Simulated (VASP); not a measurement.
A run of VASP 6.6.1 is set up as follows.

INCAR

```
  PREC = Accurate
  ENCUT = 600
  EDIFF = 1E-7
  ISMEAR = 0
  SIGMA = 0.1
  LREAL = F
  LASPH = T
  NELM = 100
  ALGO = Fast
  ISIF = 3
  LWAVE = F
  LCHARG = F
  GGA = PE
  IBRION = 2
  NSW = 100
  EDIFFG = -0.01
```

KPOINTS

```
Automatic mesh
0
Gamma
  18 18 18
```

Contents of POSCAR:

```
AgW
1.0
    0.0000000000      2.6719720042      2.6719720042
    2.6719720042      0.0000000000      2.6719720042
    2.6719720042      2.6719720042      0.0000000000
Ag W
1 1
Direct
    0.0000000000      0.0000000000      0.0000000000
    0.5000000000      0.5000000000      0.5000000000
```

Potentials or basis: VASP PAW PBE potentials, release 64 (Ag, W_sv).

Command:

```sh
$ cat potpaw_PBE.64/Ag/POTCAR potpaw_PBE.64/W_sv/POTCAR > POTCAR
$ mpirun -np 1 vasp_std > vasp.out
```

Question: Estimate the relaxed cell.

Answer: a = 3.775 Å, b = 3.775 Å, c = 3.775 Å, α = 60.00°, β = 60.00°, γ = 60.00°.

Question: Estimate the space group after relaxing (to 0.1 Å).

Answer: Fm-3m (No. 225).

Final structure:
```
CELL_PARAMETERS angstrom
0.00000 2.66913 2.66913
2.66913 0.00000 2.66913
2.66913 2.66913 0.00000
ATOMIC_POSITIONS crystal
Ag 0.00000 0.00000 0.00000
W 0.50000 0.50000 0.50000
```
